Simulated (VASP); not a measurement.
# Sn (I4_1/amd) in VASP: further runs

The runs below take Sn through single point, with PBE.

All numbers are computed with VASP 6.6.1; they aren't measurements. Logs are shortened: lines on timing, memory, paths and dates and some standing lists are left out, and cuts for length are marked.

## Step 1: The cell of the first run

The structure is tetragonal, space group I4_1/amd (No. 141). The conventional cell has a = 4.659 Å, b = 4.659 Å, c = 6.296 Å, α = 90.00°, β = 90.00°, γ = 90.00°. Sn (site symmetry -4m2) has 4 Sn at 2.81 Å within 3.7 Å.

## Step 2: Single point, PBE (strain +0.015 along x and y, -0.030 along z)

File INCAR:

```
ALGO     = Fast           # electronic algorithm
EDIFF    = 1E-6           # SCF threshold, eV
ENCUT    = 520            # plane-wave cutoff, eV
GGA      = PE             # functional
ISIF     = 2              # what is computed and relaxed
ISMEAR   = 0              # smearing method
LASPH    = True           # aspherical terms in the spheres
LCHARG   = False          # write CHGCAR
LREAL    = False          # projectors in reciprocal space
LWAVE    = False          # write WAVECAR
NBANDS   = 21             # bands
NELM     = 100            # most SCF steps
PREC     = Accurate       # precision mode
SIGMA    = 0.15           # smearing width, eV
```

File KPOINTS:

```
k-points
0
Gamma
  12 12 12
```

File POSCAR:

```
Sn
1.0
    0.0000000000      3.2942840000      3.1482320000
    3.2942840000      0.0000000000      3.1482320000
    3.2942840000      3.2942840000      0.0000000000
Sn
2
Direct
    0.5000000000      0.5000000000      0.5000000000
    0.7500000000      0.7500000000      0.7500000000
```

Potentials or basis: VASP PAW PBE potentials, release 64 (Sn_d).

The run is started by

```console
> cat potpaw_PBE.64/Sn_d/POTCAR > POTCAR
> mpirun -np 1 vasp_std > vasp.out
```

OUTCAR:

```text
EDIFF = 1E-6
   ENCUT = 520
   GGA = PE
   ISIF = 2
   ISMEAR = 0
   LASPH = True
   LREAL = False
   NELM = 100
   PREC = Accurate

 ion  position               nearest neighbor table
   1  0.500  0.500  0.500-   2 2.81   2 2.81   2 2.81   2 2.81
   2  0.750  0.750  0.750-   1 2.81   1 2.81   1 2.81   1 2.81

  LATTYP: Found a body centered tetragonal cell.
 ALAT       =     4.6588211111
 C/A-ratio  =     1.3515144389

  Lattice vectors:

 A1 = (   0.0000000000,  -3.2942840000,  -3.1482320000)
 A2 = (   0.0000000000,   3.2942840000,  -3.1482320000)
 A3 = (   3.2942840000,   0.0000000000,   3.1482320000)

Analysis of symmetry for initial positions (statically):
=====================================================================
 Subroutine PRICEL returns:
 Original cell was already a primitive cell.

 Routine SETGRP: Setting up the symmetry group for a
 body centered tetragonal supercell.

 Subroutine GETGRP returns: Found 16 space group operations
 (whereof  8 operations were pure point group operations)
 out of a pool of 16 trial point group operations.

The static configuration has the point symmetry D_2d.
 The point group associated with its full space group is D_4h.

Analysis of symmetry for dynamics (positions and initial velocities):
=====================================================================
 Subroutine PRICEL returns:
 Original cell was already a primitive cell.

 Routine SETGRP: Setting up the symmetry group for a
 body centered tetragonal supercell.

 Subroutine GETGRP returns: Found 16 space group operations
 (whereof  8 operations were pure point group operations)
 out of a pool of 16 trial point group operations.

The dynamic configuration has the point symmetry D_2d.
 The point group associated with its full space group is D_4h.

 Subroutine INISYM returns: Found 16 space group operations
 (whereof  8 operations are pure point group operations),
 and found     1 'primitive' translations

----------------------------------------------------------------------------------------

                                     Primitive cell

  volume of cell :      68.3312

  direct lattice vectors                    reciprocal lattice vectors
     0.000000000  3.294284000  3.148232000    -0.151778049  0.151778049  0.158819299
     3.294284000  0.000000000  3.148232000     0.151778049 -0.151778049  0.158819299
     3.294284000  3.294284000  0.000000000     0.151778049  0.151778049 -0.158819299

  length of vectors
     4.556717217  4.556717217  4.658821111     0.267014461  0.267014461  0.267014461

  position of ions in fractional coordinates (direct lattice)
     0.500000000  0.500000000  0.500000000
     0.750000000  0.750000000  0.750000000

  ion indices of the primitive-cell ions
   primitive index   ion index
                 1           1
                 2           2

----------------------------------------------------------------------------------------

 KPOINTS: k-points

Automatic generation of k-mesh.
 Grid dimensions read from file:
 generate k-points for:   12   12   12

 Generating k-lattice:

  Cartesian coordinates                     Fractional coordinates (reciprocal lattice)
    -0.012648171  0.012648171  0.013234942     0.083333333  0.000000000  0.000000000
     0.012648171 -0.012648171  0.013234942     0.000000000  0.083333333  0.000000000
     0.012648171  0.012648171 -0.013234942    -0.000000000 -0.000000000  0.083333333

  Length of vectors
     0.022251205  0.022251205  0.022251205

  Shift w.r.t. Gamma in fractional coordinates (k-lattice)
     0.000000000  0.000000000  0.000000000

 Subroutine IBZKPT returns following result:
 ===========================================

 Found    163 irreducible k-points:

 Following reciprocal coordinates:
            Coordinates               Weight
  0.000000  0.000000  0.000000      1.000000
  0.083333  0.000000  0.000000      8.000000
  0.166667  0.000000  0.000000      8.000000
  0.250000  0.000000  0.000000      8.000000
  0.333333  0.000000  0.000000      8.000000
  0.416667  0.000000  0.000000      8.000000
[... 16 lines left out ...]
  0.500000  0.166667  0.000000      8.000000
 -0.416667  0.166667  0.000000      8.000000
 [... further k-points ...]
   k-points           NKPTS =    163   k-points in BZ     NKDIM =    163   number of bands    NBANDS=     21
   number of dos      NEDOS =    301   number of ions     NIONS =      2
   total plane-waves  NPLWV =  46656
   dimension x,y,z NGX =    36 NGY =   36 NGZ =   36
   dimension x,y,z NGXF=    72 NGYF=   72 NGZF=   72
   ions per type =               2
   NGX,Y,Z   is equivalent  to a cutoff of  13.13, 13.13, 12.85 a.u.
   NGXF,Y,Z  is equivalent  to a cutoff of  26.27, 26.27, 25.69 a.u.
 SYSTEM =  unknown system
   PREC   = accura    normal or accurate (medium, high low for compatibility)
   ISTART =      0    job   : 0-new  1-cont  2-samecut
   ICHARG =      2    charge: 1-file 2-atom 10-const
   ISPIN  =      1    spin polarized calculation?
   LNONCOLLINEAR =      F non collinear calculations
   LSORBIT =      F    spin-orbit coupling
   LASPH  =      T    aspherical Exc in radial PAW
   ENCUT  =  520.0 eV  38.22 Ry    6.18 a.u.   8.47  8.47  8.66*2*pi/ulx,y,z
   NELM   =    100;   NELMIN=  2; NELMDL= -5     # of ELM steps
   EDIFF  = 0.1E-05   stopping-criterion for ELM
   LREAL  =      F    real-space projection
   EDIFFG = 0.1E-04   stopping-criterion for IOM
   NSW    =      0    number of steps for IOM
   IBRION =     -1    ionic relax: 0-MD 1-quasi-New 2-CG
   NFREE  =      0    steps in history (QN), initial steepest desc. (CG)
   ISIF   =      2    stress and relaxation
   ISYM   =      2    0-nonsym 1-usesym 2-fastsym
   POTIM  = 0.5000    time-step for ionic-motion
   TEBEG  =    0.0;   TEEND  =   0.0 temperature during run
   PSTRESS=    0.0 pullay stress
   NELECT =      28.0000    total number of electrons
   NUPDOWN=      -1.0000    fix difference up-down
   EMIN   =  10.00;   EMAX   =-10.00  energy-range for DOS
   EFERMI =   0.00;   METHOD = LEGACY
   ISMEAR =     0;   SIGMA  =   0.15  broadening in eV -4-tet -1-fermi 0-gaus
   EFERMI_NEDOS =   21; number of points for ismear=-14 and -15
   IALGO  =     68    algorithm
   IMIX   =      4    mixing-type and parameters
     AMIX     =   0.40;   BMIX     =  1.00
     AMIX_MAG =   1.60;   BMIX_MAG =  1.00
  volume/ion in A,a.u.               =      34.17       230.56
  Fermi-wavevector in a.u.,A,eV,Ry     =   1.215965  2.297842 20.117194  1.478572
  Thomas-Fermi vector in A             =   2.351335
   LORBIT       =      0    0 simple, 1 ext, 2 COOP (PROOUT), +10 PAW based schemes
   GGA     = PE    functional components
   LHFCALC =     F    Hartree Fock is set to
   AEXX    =    0.0000 exact exchange contribution
   IVDW    =     0    specifies the selected vdW correction
   LEPSILON=     F    determine dielectric tensor
   LRPA    =     F    only Hartree local field effects (RPA)
 non-spin polarized calculation
 RMM-DIIS sequential band-by-band and
 Gauss-broadening in eV      SIGMA  =   0.15
  energy-cutoff  :      520.00
  volume of cell :       68.33
 maximum number of plane-waves:      1860
 NGX is ok and might be reduce to    36
   NGX = 17   NGY = 17   NGZ = 17

 number of electron      27.9999992 magnetization

 Free energy of the ion-electron system (eV)
  ---------------------------------------------------
  ext. energy  EPLUGINS =         0.00000000
  ---------------------------------------------------
  free energy    TOTEN  =        -7.63557502 eV

  energy without entropy =       -7.63373439  energy(sigma->0) =       -7.63465471

 E-fermi :   5.6699     XC(G=0):  -8.8783

 val. band max:        5.6541257681   @ k =   0.4167   0.0000   0.0000
 cond. band min:       5.6741433982   @ k =   0.0833   0.0000   0.0000
 fundamental gap:      0.0200176300
 Fermi energy:         5.6699219428

 k-point     1 :       0.0000    0.0000    0.0000
  band No.  band energies     occupation
      1     -16.0548      2.00000
      2     -16.0365      2.00000
      3     -16.0365      2.00000
      4     -15.9865      2.00000
      5     -15.9796      2.00000
      6     -15.6851      2.00000
[... 13 lines left out ...]
     20      13.2469      0.00000
     21      13.7217      0.00000

 k-point     2 :       0.0833    0.0000    0.0000
  band No.  band energies     occupation
      1     -16.0576      2.00000
      2     -16.0422      2.00000
      3     -16.0378      2.00000
      4     -15.9783      2.00000
      5     -15.9722      2.00000
      6     -15.6969      2.00000
[... 13 lines left out ...]
     20      12.7384      0.00000
     21      13.1089      0.00000

 k-point     3 :       0.1667    0.0000    0.0000
  band No.  band energies     occupation
      1     -16.0660      2.00000
      2     -16.0524      2.00000
      3     -16.0361      2.00000
      4     -15.9616      2.00000
      5     -15.9566      2.00000
      6     -15.7138      2.00000
[... 13 lines left out ...]
     20      12.3731      0.00000
     21      12.6976      0.00000

 k-point     4 :       0.2500    0.0000    0.0000
  band No.  band energies     occupation
      1     -16.0755      2.00000
      2     -16.0607      2.00000
      3     -16.0306      2.00000
      4     -15.9450      2.00000
      5     -15.9409      2.00000
      6     -15.7286      2.00000
[... 13 lines left out ...]
     20      12.4507      0.00000
     21      12.6762      0.00000

 k-point     5 :       0.3333    0.0000    0.0000
  band No.  band energies     occupation
      1     -16.0826      2.00000
      2     -16.0659      2.00000
      3     -16.0244      2.00000
      4     -15.9324      2.00000
      5     -15.9292      2.00000
      6     -15.7391      2.00000
[... 13 lines left out ...]
     20      13.0057      0.00000
     21      13.0114      0.00000
[... 382 lines left out ...]
     20      13.3913      0.00000
     21      13.9541      0.00000

 k-point    22 :       0.4167    0.1667    0.0000
  band No.  band energies     occupation
      1     -16.0952      2.00000
      2     -16.0689      2.00000
      3     -15.9991      2.00000
      4     -15.9179      2.00000
      5     -15.8989      2.00000
      6     -15.7805      2.00000
[... 13 lines left out ...]
     20      14.0927      0.00000
     21      14.6555      0.00000

 k-point    23 :       0.5000    0.1667    0.0000
  band No.  band energies     occupation
      1     -16.1039      2.00000
      2     -16.0736      2.00000
      3     -15.9851      2.00000
      4     -15.9046      2.00000
      5     -15.9019      2.00000
      6     -15.7720      2.00000
[... 13 lines left out ...]
     20      14.4793      0.00000
     21      14.6438      0.00000

 k-point    24 :      -0.4167    0.1667    0.0000
  band No.  band energies     occupation
      1     -16.1072      2.00000
      2     -16.0769      2.00000
      3     -15.9811      2.00000
      4     -15.9109      2.00000
      5     -15.8956      2.00000
      6     -15.7573      2.00000
[... 13 lines left out ...]
     20      13.5286      0.00000
     21      13.8718      0.00000

 [... further k-points ...]

------------------------ aborting loop because EDIFF is reached ----------------------------------------

  FORCE on cell =-STRESS in cart. coord.  units (eV):
  Direction    XX          YY          ZZ          XY          YZ          ZX
  --------------------------------------------------------------------------------------
  -------------------------------------------------------------------------------------
  Total        1.1688060      1.1688060      1.6797073      0.0000000      0.0000000      0.0000000
  in kB       27.4052788     27.4052788     39.3845050      0.0000000      0.0000000      0.0000000
  external PRESSURE =      31.3983542 kB  Pullay stress =       0.0000000 kB

 VOLUME and BASIS-vectors are now :
 -----------------------------------------------------------------------------
  energy-cutoff  :      520.00
  volume of cell :       68.33
      direct lattice vectors                 reciprocal lattice vectors
     0.000000000  3.294284000  3.148232000    -0.151778049  0.151778049  0.158819299
     3.294284000  0.000000000  3.148232000     0.151778049 -0.151778049  0.158819299
     3.294284000  3.294284000  0.000000000     0.151778049  0.151778049 -0.158819299

 POSITION                                       TOTAL-FORCE (eV/Angst)
 -----------------------------------------------------------------------------------
      3.29428      3.29428      3.14823         0.000000      0.000000      0.000000
      4.94143      4.94143      4.72235        -0.000000     -0.000000     -0.000000
 -----------------------------------------------------------------------------------
    total drift:                                0.000000      0.000000      0.000000

  FREE ENERGIE OF THE ION-ELECTRON SYSTEM (eV)
  ---------------------------------------------------
  free  energy   TOTEN  =        -7.6355750242 eV

  energy  without entropy=       -7.6337343897  energy(sigma->0) =       -7.63465471
```

It took 5.8 min on 1 thread of Intel Xeon Platinum 8259CL at 2.50GHz (Skylake/Cascade Lake), shared host; peak memory 0.33 GiB.

Results:

```yaml
Free_energy: -7.6356 eV
Pressure: 3.1 GPa
Band_gap_on_the_k_mesh: zero (bands 14 and 15 overlap by 0.07 eV)
```

Levels at points of the mesh, in eV from the Fermi level:
| k point | band 11 | band 12 | band 13 | band 14 | band 15 | band 16 | band 17 | band 18 |
| --- | --- | --- | --- | --- | --- | --- | --- | --- |
| (0.00, 0.00, 0.00) | -10.63 | -0.68 | -0.04 | -0.04 | 0.25 | 2.02 | 2.20 | 2.20 |
| (0.50, 0.00, 0.00) | -9.01 | -6.32 | -1.30 | -0.99 | -0.06 | 3.10 | 3.33 | 5.64 |
| (0.50, 0.50, 0.00) | -7.43 | -7.43 | -2.65 | -2.65 | 0.61 | 0.61 | 7.73 | 7.73 |
| (0.50, 0.00, 0.50) | -7.59 | -7.59 | -2.40 | -2.40 | 0.89 | 0.89 | 7.59 | 7.59 |

Caveat: the cell differs from its parent crystal (strain +0.015 along x and y, -0.030 along z); the cell stands under pressure; spin-orbit coupling is left out, which moves the levels of the heavy elements.

[end of part 1 of 2]
